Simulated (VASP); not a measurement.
Runs of VASP 6.6.1 on BN. It takes space group Pm-3m (No. 221, cubic). Conventional cell: a = 2.315 Å, b = 2.315 Å, c = 2.315 Å, α = 90.00°, β = 90.00°, γ = 90.00°. Within 2.7 Å of B (site symmetry m-3m) lie 8 N at 2.00 Å and 6 B at 2.31 Å. N (site symmetry m-3m) has 8 B at 2.00 Å and 6 N at 2.31 Å within 2.7 Å. 

```csv
level,smearing,gap on the mesh (eV),pressure (GPa)
r2SCAN+rVV10,fermi-dirac 0.02 eV,none,-1.6
r2SCAN,fermi-dirac 0.05 eV,none,-0.9
r2SCAN+D3(BJ),fermi-dirac 0.02 eV,none,-3.3
r2SCAN,fermi-dirac 0.02 eV,none,(a)
```

Alike in all rows: task single point; potentials or basis VASP PAW PBE potentials, release 64 (B, N); no spin polarisation; cell as given; k mesh 8 × 8 × 8; cutoff (eV) 520.

Problem. Fill in the values left out.

Solution. (a) -0.8.

Caveats: the PAW data sets were made with another functional, which shifts forces and pressure a little; pairwise dispersion overbinds metals, which lowers pressure and volume (some runs).

A gap of «none» marks levels without a gap at the run's occupations.
